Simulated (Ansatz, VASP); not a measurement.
**Si in VASP and in Ansatz**

POSCAR

```
Si
1.0
    0.0000000000      2.7221197378      2.7221197378
    2.7074202912      0.0000000000      2.7221197378
    2.7074202912      2.7221197378      0.0000000000
Si
2
Direct
    0.2500000000      0.2500000000      0.2500000000
    0.0000000000      0.0000000000      0.0000000000
```

The input INCAR.step1:

```
SYSTEM = Si
  PREC = Accurate
  ENCUT = 520
  ISMEAR = 0
  SIGMA = 0.01
  LREAL = .False.
  LASPH = .True.
  NELM = 60
  NBANDS = 11
  GGA = PE
  ALGO = Normal
  EDIFF = 1E-4
  LWAVE = .True.
  LCHARG = .False.
```

INCAR.step2

```
SYSTEM = Si
  PREC = Accurate
  ENCUT = 520
  EDIFF = 1E-7
  ISMEAR = 0
  SIGMA = 0.01
  LREAL = .False.
  LASPH = .True.
  NELM = 60
  ALGO = Normal
  ISIF = 2
  LWAVE = .False.
  LCHARG = .False.
  METAGGA = R2SCAN
  LMIXTAU = .True.
  NBANDS = 11
  ISTART = 1
```

KPOINTS

```
regular mesh
0
Gamma
  8 8 8
  0 0 0
```

Input for Ansatz:

```yaml
crystal:
  lattice:
    - [0.0, 2.7221197378, 2.7221197378]
    - [2.7074202912, 0.0, 2.7221197378]
    - [2.7074202912, 2.7221197378, 0.0]
  atoms:
    - { symbol: Si, position: [0.25, 0.25, 0.25] }
    - { symbol: Si, position: [0.0, 0.0, 0.0] }
kpoints:
  mp_grid: { grid: [8, 8, 8] }
  band_path:
    path:
      - [0.0, 0.0, 0.0]
      - [0.5, 0.0, 0.5]
      - [0.625, 0.25, 0.625]
      - [0.375, 0.375, 0.75]
      - [0.5, 0.5, 0.5]
      - [0.5, 0.25, 0.75]
      - [0.0, 0.419271, 0.419271]
    npoints: 1
hamiltonian:
  xc: r2scan
scf:
  occupations: { method: fixed }
  n_extra_bands: 4
output:
  forces: true
  stress: true
  eigenvalues: true
  write_density: true
  write_potential: true
  elf: true
  volumetric_format: npy
```

Change from the starting cell: uniaxial_x strain -0.5%.

Alike in both runs: task single point; functional r2SCAN; k mesh 8 × 8 × 8; no spin polarisation.

|  | VASP | Ansatz |
| --- | --- | --- |
| version | VASP 6.6.1 | Ansatz 0.2.0 |
| potentials or method | VASP PAW PBE potentials, release 64 (Si) | plane waves, PAW |
| plane-wave cutoff (eV) | 520 | 500 |
| occupations | gaussian, width 0.01 eV | fixed |
| valence electrons in the cell | 8 | 8 |

Ansatz gave:

| Quantity | Value |
| --- | --- |
| gap on the k mesh at the Fermi level (eV) | 0.74 |
| pressure (GPa) | 0.5 |
| traceless stress, the component that is largest in VASP (GPa) | 0.38 |

Question: Which values does VASP return?

Answer: gap on the k mesh at the Fermi level (eV): 0.76; pressure (GPa): 0.3; traceless stress, the component that is largest in VASP (GPa): 0.38.

VASP's potentials were made for PBE, not for r2SCAN.
